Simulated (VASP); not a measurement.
ReRhO, 3 atoms in the cell. Symmetry: P4/mmm, No. 123, tetragonal system. The conventional cell has a = 3.587 Å, b = 3.587 Å, c = 3.738 Å, α = 90.00°, β = 90.00°, γ = 90.00°. Re (site symmetry 4/mmm) has 2 O at 1.87 Å and 4 Rh at 2.54 Å within 2.6 Å. Within 3.3 Å of Rh (site symmetry 4/mmm) lie 4 Re at 2.54 Å and 8 O at 3.15 Å. Within 2.5 Å of O (site symmetry 4/mmm) lie 2 Re at 1.87 Å. The cell was generated, and may not be a known phase.

- Program: VASP 6.6.1
- Task: single point
- Functional: PBE
- Potentials or basis: VASP PAW PBE potentials, release 64 (Re, Rh_pv, O)
- Cutoff: 520 eV
- k mesh: 6 × 6 × 4
- Occupations: gaussian, width 0.1 eV
- Spin: collinear spin, ferromagnetic start
- Starting moments: [1.0, 1.0, 0.0] μB
- Dipole correction: no
- Further INCAR settings: ALGO = Normal; EDIFF = 1e-06; NBANDS = 25

Potentials or basis: VASP PAW PBE potentials, release 64 (Re, Rh_pv, O).

Run with:

```bash
$ cat potpaw_PBE.64/Re/POTCAR potpaw_PBE.64/Rh_pv/POTCAR potpaw_PBE.64/O/POTCAR > POTCAR
$ mpirun -np 1 vasp_std > vasp.out
```

Hardware: 1 thread of Intel(R) Xeon(R) 6975P-C (Granite Rapids), with other jobs on the host.

Q: How long does it take, and how much memory?

A: Wall time 42 s on 1 thread of Intel(R) Xeon(R) 6975P-C (Granite Rapids), on a shared host, peak memory 0.21 GiB. Counts: scf iterations 14, k points 30.
